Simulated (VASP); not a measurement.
## W: relaxation of cell and atoms with PBE

Crystal: W.

```
W
1.0
    -1.63656    1.63656    1.63656
     1.63656   -1.63656    1.63656
     1.63656    1.63656   -1.63656
W
1
Cartesian
  0.0000 0.0000 0.0000
```

```
Program                : VASP 6.6.1
Task                   : relaxation of cell and atoms
Functional             : PBE
Potentials or basis    : VASP PAW PBE potentials, release 64 (W_sv)
Cutoff                 : 500 eV
k mesh                 : 8 × 8 × 8
Occupations            : gaussian, width 0.1 eV
Spin                   : no spin polarisation
Dipole correction      : no
Further INCAR settings : ALGO = Normal; EDIFF = 1e-07; IBRION = 2; EDIFFG = -0.05; NSW = 80; ISIF = 3
```

- Relaxed volume: 16.18 Å³/atom
- Relaxed cell: a = 2.760 Å, b = 2.760 Å, c = 2.760 Å, α = 109.47°, β = 109.47°, γ = 109.47°
- Space group after relaxing (to 0.05 Å): Im-3m (No. 229)
- Energy gained by relaxing: 94.8 meV/atom
- Ionic steps: 5
- Pressure after relaxing: 0.0 GPa
- Band gap on the k mesh: zero (band 7 reaches 16.18 eV, above the bottom of band 8 at 9.96 eV)

Step by step:
| step | energy change (eV) | largest force (eV/Å) | pressure (GPa) | volume (Å³) |
| --- | --- | --- | --- | --- |
| 1 | 0.0000 | 0.0000 | -20.83 | 17.53 |
| 2 | 1.2916 | 0.0000 | 146.11 | 12.36 |
| 3 | -0.0933 | 0.0000 | -3.02 | 16.34 |
| 4 | -0.0947 | 0.0000 | -0.89 | 16.22 |
| 5 | -0.0948 | 0.0000 | 0.01 | 16.18 |

Final structure:
```cif
data_structure
_symmetry_space_group_name_H-M 'P 1'
_symmetry_Int_Tables_number 1
_cell_length_a 2.7596
_cell_length_b 2.7596
_cell_length_c 2.7596
_cell_angle_alpha 109.471
_cell_angle_beta 109.471
_cell_angle_gamma 109.471
_cell_volume 16.18
loop_
_atom_site_label
_atom_site_type_symbol
_atom_site_fract_x
_atom_site_fract_y
_atom_site_fract_z
_atom_site_occupancy
W1 W 0.00000 0.00000 0.00000 1
```

Levels at points of the mesh, in eV from the Fermi level:
```tsv
k point	band 5	band 6	band 7	band 8	band 9	band 10
(0.00, 0.00, 0.00)	-9.32	-0.99	-0.99	-0.99	2.42	2.42
(0.50, 0.00, 0.00)	-5.94	-3.26	0.82	2.30	3.26	6.18
(0.50, 0.50, 0.50)	-5.47	-5.47	5.23	5.23	5.23	8.29
```

Wall time 16 s on 1 thread of Intel(R) Xeon(R) Platinum 8375C CPU @ 2.90GHz (Ice Lake) (shared host), peak memory 0.15 GiB.

Caveat: spin-orbit coupling is left out, which moves the levels of the heavy elements.
